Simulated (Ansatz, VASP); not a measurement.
## HC5: VASP beside Ansatz

```
C H
1.0
     2.51516    0.00000    0.00000
    -1.25758    2.17819    0.00000
     0.00000    0.00000   25.00787
C H
10 2
Direct
  0.00000 0.00000 0.32623
  0.66667 0.33333 0.34571
  0.66667 0.33333 0.40763
  0.33333 0.66667 0.42812
  0.33333 0.66667 0.48974
  0.00000 0.00000 0.51026
  0.00000 0.00000 0.57188
  0.66667 0.33333 0.59237
  0.66667 0.33333 0.65429
  0.33333 0.66667 0.67377
  0.33333 0.66667 0.71809
  0.00000 0.00000 0.28191
```

Alike in both runs: functional PBE; dispersion D3(BJ); k mesh 12 × 12 × 1; occupations gaussian, width 0.03 eV; no spin polarisation.

Ansatz relaxed the structure, and its values are those at the end. VASP's run is a single point on that final structure, the one shown.

|  | VASP | Ansatz |
| --- | --- | --- |
| version | VASP 6.6.1 | Ansatz 0.2.0 |
| potentials or method | VASP PAW PBE potentials, release 64 (C, H), cutoff 520 eV | scalar-relativistic, plane waves, PAW |
| valence electrons in the cell | 42 | 42 |

|  | VASP | Ansatz | Ansatz less VASP |
| --- | --- | --- | --- |
| gap on the k mesh at the Fermi level (eV) | 2.73 | 2.73 | -0.005 |
| least direct gap on the mesh (eV) | 2.73 | 2.73 | -0.005 |
| rms of the force components (eV/Å) | 0.007 | 0.003 | -0.0042 |

Ansatz's warnings: structure snapped to symmetry.
